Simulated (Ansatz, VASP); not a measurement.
**Pb: VASP beside Ansatz**

```
Pb
1.0
    -1.97966    1.97966    1.97966
     1.97966   -1.97966    1.97966
     1.97966    1.97966   -1.97966
Pb
1
Direct
  0.00000 0.00000 0.00000
```

Alike in both runs: task single point; functional PBEsol; k mesh 18 × 18 × 18; occupations gaussian, width 0.15 eV; no spin polarisation.

|  | VASP | Ansatz |
| --- | --- | --- |
| version | VASP 6.6.1 | Ansatz 0.2.0 |
| potentials or method | VASP PAW PBE potentials, release 64 (Pb_d), cutoff 520 eV | scalar-relativistic, plane waves, PAW |
| valence electrons in the cell | 14 | 14 |

|  | VASP | Ansatz | Ansatz less VASP |
| --- | --- | --- | --- |
| gap on the k mesh at the Fermi level (eV) | none | none | - |
| pressure (GPa) | -1.6 | -1.6 | +0.04 |

VASP's potentials were made for PBE, not for PBEsol. A gap of «none» marks a metal or a gap that the smearing closes.

Spin-orbit coupling is off throughout.
